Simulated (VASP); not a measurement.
# CsAg (Cmcm) in VASP: notebook

CsAg is run at these levels: PBE; tasks: relaxation of cell and atoms, single point.

All numbers are computed with VASP 6.6.1; they aren't measurements. Logs are shortened: lines on timing, memory, paths and dates and some standing lists are left out, and cuts for length are marked.

### 1 The cell of the first run

Symmetry: Cmcm, No. 63, orthorhombic system. The conventional cell has a = 4.858 Å, b = 12.327 Å, c = 4.705 Å, α = 90.00°, β = 90.00°, γ = 90.00°. Cs (site symmetry m2m) has 7 Ag at 3.44 to 3.65 Å and 6 Cs at 4.14 to 4.37 Å within 4.5 Å. Ag (site symmetry m2m) has 2 Ag at 3.12 Å and 7 Cs at 3.44 to 3.65 Å within 4.1 Å.

### 2 Relaxation of cell and atoms, PBE

Contents of INCAR:

```
SYSTEM = CsAg
PREC = Accurate
ENCUT = 600
EDIFF = 1E-7
ISMEAR = 0
SIGMA = 0.1
LREAL = .False.
LASPH = .True.
NELM = 100
ALGO = Normal
ISIF = 3
LWAVE = .False.
LCHARG = .False.
GGA = PE
IBRION = 2
NSW = 90
EDIFFG = -0.04
```

Contents of KPOINTS:

```
regular mesh
0
Gamma
  4 4 4
  0 0 0
```

Contents of POSCAR:

```
CsAg
1.0
    2.4291708259     -6.1635226948      0.0000000000
    2.4291708259      6.1635226948      0.0000000000
    0.0000000000      0.0000000000      4.7049330517
Cs Ag
2 2
Direct
    0.8620000000      0.1380000000      0.7500000000
    0.1380000000      0.8620000000      0.2500000000
    0.5830000000      0.4170000000      0.7500000000
    0.4170000000      0.5830000000      0.2500000000
```

Potentials or basis: VASP PAW PBE potentials, release 64 (Cs_sv, Ag).

Started as:

```bash
$ cat potpaw_PBE.64/Cs_sv/POTCAR potpaw_PBE.64/Ag/POTCAR > POTCAR
$ mpirun -np 1 vasp_std > vasp.out
```

OUTCAR:

```text
SYSTEM = CsAg
   PREC = Accurate
   ENCUT = 600
   EDIFF = 1E-7
   ISMEAR = 0
   LREAL = .False.
   LASPH = .True.
   NELM = 100
   ISIF = 3
   GGA = PE
   IBRION = 2
   NSW = 90
   EDIFFG = -0.04

 ion  position               nearest neighbor table
   1  0.862  0.138  0.750-
   2  0.138  0.862  0.250-
   3  0.583  0.417  0.750-   4 3.12   4 3.12
   4  0.417  0.583  0.250-   3 3.12   3 3.12

  LATTYP: Found a base centered orthorhombic cell.
 ALAT       =     4.8583416518
 B/A-ratio  =     2.5372948782
 C/A-ratio  =     0.9684236698

  Lattice vectors:

 A1 = (   2.4291708259,  -6.1635226948,   0.0000000000)
 A2 = (   2.4291708259,   6.1635226948,   0.0000000000)
 A3 = (   0.0000000000,   0.0000000000,   4.7049330517)

Analysis of symmetry for initial positions (statically):
=====================================================================
 Subroutine PRICEL returns:
 Original cell was already a primitive cell.

 Routine SETGRP: Setting up the symmetry group for a
 base centered orthorhombic supercell.

 Subroutine GETGRP returns: Found  8 space group operations
 (whereof  4 operations were pure point group operations)
 out of a pool of  8 trial point group operations.

The static configuration has the point symmetry C_2h.
 The point group associated with its full space group is D_2h.

Analysis of symmetry for dynamics (positions and initial velocities):
=====================================================================
 Subroutine PRICEL returns:
 Original cell was already a primitive cell.

 Routine SETGRP: Setting up the symmetry group for a
 base centered orthorhombic supercell.

 Subroutine GETGRP returns: Found  8 space group operations
 (whereof  4 operations were pure point group operations)
 out of a pool of  8 trial point group operations.

The dynamic configuration has the point symmetry C_2h.
 The point group associated with its full space group is D_2h.

 Subroutine INISYM returns: Found  8 space group operations
 (whereof  4 operations are pure point group operations),
 and found     1 'primitive' translations

----------------------------------------------------------------------------------------

                                     Primitive cell

  volume of cell :     140.8869

  direct lattice vectors                    reciprocal lattice vectors
     2.429170826 -6.163522695  0.000000000     0.205831552 -0.081122440  0.000000000
     2.429170826  6.163522695  0.000000000     0.205831552  0.081122440  0.000000000
     0.000000000  0.000000000  4.704933052     0.000000000  0.000000000  0.212542876

  length of vectors
     6.624943993  6.624943993  4.704933052     0.221240769  0.221240769  0.212542876

  position of ions in fractional coordinates (direct lattice)
     0.862000000  0.138000000  0.750000000
     0.138000000  0.862000000  0.250000000
     0.583000000  0.417000000  0.750000000
     0.417000000  0.583000000  0.250000000

  ion indices of the primitive-cell ions
   primitive index   ion index
                 1           1
                 2           2
                 3           3
                 4           4

----------------------------------------------------------------------------------------

 KPOINTS: regular mesh

Automatic generation of k-mesh.
 Grid dimensions read from file:
 generate k-points for:    4    4    4

 Generating k-lattice:

  Cartesian coordinates                     Fractional coordinates (reciprocal lattice)
     0.051457888 -0.020280610  0.000000000     0.250000000 -0.000000000  0.000000000
     0.051457888  0.020280610  0.000000000    -0.000000000  0.250000000  0.000000000
     0.000000000  0.000000000  0.053135719     0.000000000  0.000000000  0.250000000

  Length of vectors
     0.055310192  0.055310192  0.053135719

  Shift w.r.t. Gamma in fractional coordinates (k-lattice)
     0.000000000  0.000000000  0.000000000

 Subroutine IBZKPT returns following result:
 ===========================================

 Found     21 irreducible k-points:

 Following reciprocal coordinates:
            Coordinates               Weight
  0.000000  0.000000  0.000000      1.000000
  0.250000 -0.000000  0.000000      4.000000
  0.500000 -0.000000  0.000000      2.000000
  0.250000  0.250000  0.000000      2.000000
  0.500000  0.250000  0.000000      4.000000
 -0.250000  0.250000  0.000000      2.000000
[... 13 lines left out ...]
 -0.250000  0.250000  0.500000      2.000000
  0.500000  0.500000  0.500000      1.000000
   k-points           NKPTS =     21   k-points in BZ     NKDIM =     21   number of bands    NBANDS=     24
   number of dos      NEDOS =    301   number of ions     NIONS =      4
   total plane-waves  NPLWV = 116640
   dimension x,y,z NGX =    54 NGY =   54 NGZ =   40
   dimension x,y,z NGXF=   108 NGYF=  108 NGZF=   80
   ions per type =               2   2
   NGX,Y,Z   is equivalent  to a cutoff of  13.55, 13.55, 14.13 a.u.
   NGXF,Y,Z  is equivalent  to a cutoff of  27.10, 27.10, 28.27 a.u.
 SYSTEM =  CsAg
   PREC   = accura    normal or accurate (medium, high low for compatibility)
   ISTART =      0    job   : 0-new  1-cont  2-samecut
   ICHARG =      2    charge: 1-file 2-atom 10-const
   ISPIN  =      1    spin polarized calculation?
   LNONCOLLINEAR =      F non collinear calculations
   LSORBIT =      F    spin-orbit coupling
   LASPH  =      T    aspherical Exc in radial PAW
   ENCUT  =  600.0 eV  44.10 Ry    6.64 a.u.  13.23 13.23  9.40*2*pi/ulx,y,z
   NELM   =    100;   NELMIN=  2; NELMDL= -5     # of ELM steps
   EDIFF  = 0.1E-06   stopping-criterion for ELM
   LREAL  =      F    real-space projection
   EDIFFG = -.4E-01   stopping-criterion for IOM
   NSW    =     90    number of steps for IOM
   IBRION =      2    ionic relax: 0-MD 1-quasi-New 2-CG
   NFREE  =      1    steps in history (QN), initial steepest desc. (CG)
   ISIF   =      3    stress and relaxation
   ISYM   =      2    0-nonsym 1-usesym 2-fastsym
   POTIM  = 0.5000    time-step for ionic-motion
   TEBEG  =    0.0;   TEEND  =   0.0 temperature during run
   PSTRESS=    0.0 pullay stress
   NELECT =      40.0000    total number of electrons
   NUPDOWN=      -1.0000    fix difference up-down
   EMIN   =  10.00;   EMAX   =-10.00  energy-range for DOS
   EFERMI =   0.00;   METHOD = LEGACY
   ISMEAR =     0;   SIGMA  =   0.10  broadening in eV -4-tet -1-fermi 0-gaus
   EFERMI_NEDOS =   21; number of points for ismear=-14 and -15
   IALGO  =     38    algorithm
   IMIX   =      4    mixing-type and parameters
     AMIX     =   0.40;   BMIX     =  1.00
     AMIX_MAG =   1.60;   BMIX_MAG =  1.00
  volume/ion in A,a.u.               =      35.22       237.69
  Fermi-wavevector in a.u.,A,eV,Ry     =   1.075981  2.033310 15.751947  1.157735
  Thomas-Fermi vector in A             =   2.211853
   LORBIT       =      0    0 simple, 1 ext, 2 COOP (PROOUT), +10 PAW based schemes
   GGA     = PE    functional components
   LHFCALC =     F    Hartree Fock is set to
   AEXX    =    0.0000 exact exchange contribution
   IVDW    =     0    specifies the selected vdW correction
   LEPSILON=     F    determine dielectric tensor
   LRPA    =     F    only Hartree local field effects (RPA)
 conjugate gradient relaxation of ions
 non-spin polarized calculation
 Gauss-broadening in eV      SIGMA  =   0.10
  energy-cutoff  :      600.00
  volume of cell :      140.89
 maximum number of plane-waves:      4742
 NGX is ok and might be reduce to    54
   NGX = 27   NGY = 27   NGZ = 19

--------------------------------------- Ionic step        1  -------------------------------------------

 number of electron      39.9999998 magnetization

 Free energy of the ion-electron system (eV)
  ---------------------------------------------------
  ext. energy  EPLUGINS =         0.00000000
  ---------------------------------------------------
  free energy    TOTEN  =        -6.39035027 eV

  energy without entropy =       -6.39034636  energy(sigma->0) =       -6.39034832

------------------------ aborting loop because EDIFF is reached ----------------------------------------

  FORCE on cell =-STRESS in cart. coord.  units (eV):
  Direction    XX          YY          ZZ          XY          YZ          ZX
  --------------------------------------------------------------------------------------
  -------------------------------------------------------------------------------------
  Total        4.1983004      3.5589025      3.7180405      0.0000000      0.0000000      0.0000000
  in kB       47.7434277     40.4721406     42.2818716      0.0000000      0.0000000      0.0000000
  external PRESSURE =      43.4991466 kB  Pullay stress =       0.0000000 kB
[... 95 lines left out ...]
  FREE ENERGIE OF THE ION-ELECTRON SYSTEM (eV)
  ---------------------------------------------------
  free  energy   TOTEN  =        -6.9063790837 eV

  energy  without entropy=       -6.9040638363  energy(sigma->0) =       -6.90522146

[... ionic steps 4 to 12 ...]

--------------------------------------- Ionic step       13  -------------------------------------------

 number of electron      39.9999999 magnetization

------------------------ aborting loop because EDIFF is reached ----------------------------------------

  FORCE on cell =-STRESS in cart. coord.  units (eV):
  Direction    XX          YY          ZZ          XY          YZ          ZX
  --------------------------------------------------------------------------------------
  -------------------------------------------------------------------------------------
  Total        0.0573110      0.0608949      0.1861228      0.0000000      0.0000000      0.0000000
  in kB        0.4920884      0.5228610      1.5981029      0.0000000      0.0000000      0.0000000
  external PRESSURE =       0.8710174 kB  Pullay stress =       0.0000000 kB
[... 61 lines left out ...]
  energy  without entropy=       -7.0583547014  energy(sigma->0) =       -7.05836212

--------------------------------------- Ionic step       15  -------------------------------------------

 number of electron      39.9999998 magnetization

 Free energy of the ion-electron system (eV)
  ---------------------------------------------------
  ext. energy  EPLUGINS =         0.00000000
  ---------------------------------------------------
  free energy    TOTEN  =        -7.06038708 eV

  energy without entropy =       -7.06037343  energy(sigma->0) =       -7.06038025

 E-fermi :   2.3004     XC(G=0):  -7.5793

 val. band max:        2.0641170272   @ k =   0.2500   0.2500   0.0000
 cond. band min:       2.5369853793   @ k =   0.5000   0.5000   0.2500
 fundamental gap:      0.4728683521
 Fermi energy:         2.3004007793

 k-point     1 :       0.0000    0.0000    0.0000
  band No.  band energies     occupation
      1     -20.6710      2.00000
      2     -20.6244      2.00000
      3      -7.7511      2.00000
      4      -7.5469      2.00000
      5      -7.4825      2.00000
      6      -7.3962      2.00000
[... 587 lines left out ...]
  FREE ENERGIE OF THE ION-ELECTRON SYSTEM (eV)
  ---------------------------------------------------
  free  energy   TOTEN  =        -7.0603870773 eV

  energy  without entropy=       -7.0603734300  energy(sigma->0) =       -7.06038025

 reached required accuracy - stopping structural energy minimisation
```

Wall time 13 min (1 thread of AMD EPYC 9R45 (Zen 5), shared host); peak memory 0.36 GiB.

Results:

- Free energy: -7.0604 eV
- Relaxed volume: 46.84 Å³/atom
- Relaxed cell: a = 7.324 Å, b = 7.324 Å, c = 5.123 Å, α = 90.00°, β = 90.00°, γ = 137.01°
- Space group after relaxing (to 0.1 Å): Cmcm (No. 63)
- Energy gained by relaxing: 167.5 meV/atom
- Ionic steps: 15
- Pressure after relaxing: 0.0 GPa
- Largest force after relaxing: 0.040 eV/Å
- Band gap on the k mesh: 0.47 eV (least direct gap 0.54 eV)

Forces on the atoms (eV/Å):
```
Cs   0.000  0.040  0.000
Cs   0.000 -0.040  0.000
Ag   0.000 -0.026  0.000
Ag   0.000  0.026  0.000
```

Step by step:
```tsv
step	energy change (eV)	largest force (eV/Å)	pressure (GPa)	volume (Å³)
1	0.0000	0.5729	4.35	140.89
2	-0.3928	0.4528	1.63	161.30
3	-0.5160	0.3552	0.34	179.37
4	-0.5291	0.3165	-0.02	186.88
5	-0.5297	0.3074	-0.10	188.72
6	-0.5424	0.2982	-0.10	188.34
7	-0.5765	0.2655	-0.09	187.20
8	-0.6231	0.1706	0.03	184.90
9	-0.5865	0.3285	0.72	180.19
10	-0.6330	0.1471	0.16	183.55
11	-0.6543	0.1106	-0.01	187.13
12	-0.6643	0.0679	-0.17	191.35
13	-0.6677	0.0663	0.09	186.60
14	-0.6680	0.0663	0.03	187.58
15	-0.6700	0.0400	0.00	187.38
```

Final structure:
```
CELL_PARAMETERS angstrom
2.68381 -6.81458 0.00000
2.68381 6.81458 0.00000
0.00000 0.00000 5.12264
ATOMIC_POSITIONS crystal
Cs 0.86003 0.13997 0.75000
Cs 0.13997 0.86003 0.25000
Ag 0.54997 0.45003 0.75000
Ag 0.45003 0.54997 0.25000
```

Levels at points of the mesh, in eV from the valence-band top:
```
           k point  band 18  band 19  band 20  band 21  band 22  band 23
(0.00, 0.00, 0.00)    -3.32    -3.07    -0.28     1.67     2.04     2.09
(0.50, 0.00, 0.00)    -3.29    -2.23    -0.14     0.96     1.14     1.99
(0.50, 0.50, 0.00)    -3.31    -2.62    -0.86     1.97     2.34     2.44
(0.00, 0.00, 0.50)    -3.16    -1.48    -1.48     1.72     1.72     2.11
(0.50, 0.00, 0.50)    -3.15    -1.30    -1.30     1.47     1.47     2.06
(0.50, 0.50, 0.50)    -3.12    -1.32    -1.32     0.91     0.91     2.64
```

Caveat: the volume moved by over 15 % at a fixed basis, so the end points are rough; spin-orbit coupling is left out, which moves the levels of the heavy elements.

### 3 Single point, PBE

This run uses another cell than the first one, of 46.71 Å³/atom.

Contents of INCAR:

```
PREC = Accurate ; ENCUT = 520
EDIFF = 1E-7 ; ISMEAR = 0
SIGMA = 0.02 ; LREAL = False
LASPH = True ; NELM = 100
ALGO = Normal ; ISIF = 2
LWAVE = False ; LCHARG = True
GGA = PE ; LELF = True
LVHAR = True ; NBANDS = 28
```

Contents of KPOINTS:

```
regular mesh
0
Gamma
  8 8 8
```

Contents of POSCAR:

```
CsAg
1.0
    2.7127466427     -6.6774386284      0.0000000000
    2.7127466427      6.6774386284      0.0000000000
    0.0000000000      0.0000000000      5.1575695080
Cs Ag
2 2
Direct
    0.8566249799      0.1433750201      0.2500000000
    0.1433750201      0.8566249799      0.7500000000
    0.5470535687      0.4529464313      0.2500000000
    0.4529464313      0.5470535687      0.7500000000
```

Potentials or basis: VASP PAW PBE potentials, release 64 (Cs_sv, Ag).

Started as:

```bash
$ cat potpaw_PBE.64/Cs_sv/POTCAR potpaw_PBE.64/Ag/POTCAR > POTCAR
$ mpirun -np 1 vasp_std > vasp.out
```

Run time: 6.8 min. Hardware: 1 thread of AMD EPYC 9R45 (Zen 5), shared host; peak memory 0.62 GiB.

Results (log left out):

```
Free energy   : -7.0867 eV
Pressure      : 0.0 GPa
Largest force : 0.003 eV/Å
```

Forces on the atoms (eV/Å):
```
Cs   0.000 -0.001  0.000
Cs   0.000  0.001  0.000
Ag   0.000  0.003  0.000
Ag   0.000 -0.003  0.000
```

Levels at points of the mesh, in eV from the Fermi level:
```tsv
k point	band 17	band 18	band 19	band 20	band 21	band 22	band 23	band 24
(0.00, 0.00, 0.00)	-3.70	-3.49	-3.30	-0.43	1.52	1.71	1.77	2.39
(0.50, 0.00, 0.00)	-3.63	-3.47	-2.48	-0.38	0.79	0.92	1.72	2.19
(0.50, 0.50, 0.00)	-3.70	-3.49	-2.82	-1.03	1.64	1.97	2.12	2.20
(0.00, 0.00, 0.50)	-3.33	-3.33	-1.76	-1.76	1.47	1.47	1.82	1.82
(0.50, 0.00, 0.50)	-3.32	-3.32	-1.54	-1.54	1.26	1.26	1.84	1.84
(0.50, 0.50, 0.50)	-3.29	-3.29	-1.58	-1.58	0.73	0.73	2.41	2.41
```

Caveat: spin-orbit coupling is left out, which moves the levels of the heavy elements.
